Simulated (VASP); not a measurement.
Crystal: Ga.

```
Ga
1.0
     3.02612    0.00000    0.00000
    -1.51306    2.62070    0.00000
     0.00000    0.00000    4.94165
Ga
2
Cartesian
  0.0000 1.7471 1.2354
  1.5131 0.8736 3.7062
```

```yaml
Program: VASP 6.6.1
Task: relaxation of cell and atoms
Functional: r2SCAN
Potentials_or_basis: VASP PAW PBE potentials, release 64 (Ga_d)
Cutoff: 600 eV
k_mesh: 12 × 12 × 7
Occupations: fermi-dirac, width 0.1 eV
Spin: no spin polarisation
```

At the start: pressure -4.1 GPa; volume 19.59 Å³/atom.

**Question.** How do energy, volume and symmetry change on relaxing?

**Answer.** Over 9 steps the energy falls by 24.0 meV/atom and the volume is 18.02 Å³/atom (-8.0 %); space group P6_3/mmc (No. 194, to 0.05 Å).

The path:
```
step  energy change (eV)  largest force (eV/Å)  pressure (GPa)  volume (Å³)
   1              0.0000                0.0000           -4.08        39.19
   2             -0.0439                0.0000           -0.65        36.43
   3             -0.0451                0.0000            0.01        35.98
   4             -0.0451                0.0000            0.10        35.92
   5             -0.0461                0.0000            0.09        35.92
   6             -0.0479                0.0000            0.10        35.93
   7             -0.0479                0.0000            0.11        35.93
   8             -0.0479                0.0000            0.11        35.93
   9             -0.0479                0.0000           -0.06        36.04
```

Final structure:
```
Ga
1.0
     2.97720    0.00000    0.00000
    -1.48860    2.57833    0.00000
     0.00000    0.00000    4.69469
Ga
2
Direct
  0.33333 0.66667 0.25000
  0.66667 0.33333 0.75000
```

Caveat: the PAW data sets were made with another functional, which shifts forces and pressure a little.
